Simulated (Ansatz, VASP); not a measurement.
## BeS in VASP and in Ansatz

```
Be S
1.0
     0.00000    2.30443    2.30443
     2.30443    0.00000    2.30443
     2.30443    2.30443    0.00000
Be S
1 1
Direct
  0.00000 0.00000 0.00000
  0.50000 0.50000 0.50000
```

Alike in both runs: task relaxation of cell and atoms; functional PBE; k mesh 10 × 10 × 10; occupations gaussian, width 0.02 eV; no spin polarisation.

|  | VASP | Ansatz |
| --- | --- | --- |
| version | VASP 6.6.1 | Ansatz 0.2.0 |
| potentials or method | VASP PAW PBE potentials, release 64 (Be, S), cutoff 600 eV | scalar-relativistic, plane waves, PAW |
| valence electrons in the cell | 8 | 8 |

```tsv
	VASP	Ansatz	Ansatz less VASP
gap on the k mesh at the Fermi level, each at its own relaxed structure (eV)	1.03	1.03	-0.007
relaxed volume (Å³/atom)	12.40	12.40	+0.005
relaxed cell length with the largest relative difference (Å)	3.273	3.273	+0.0005
```
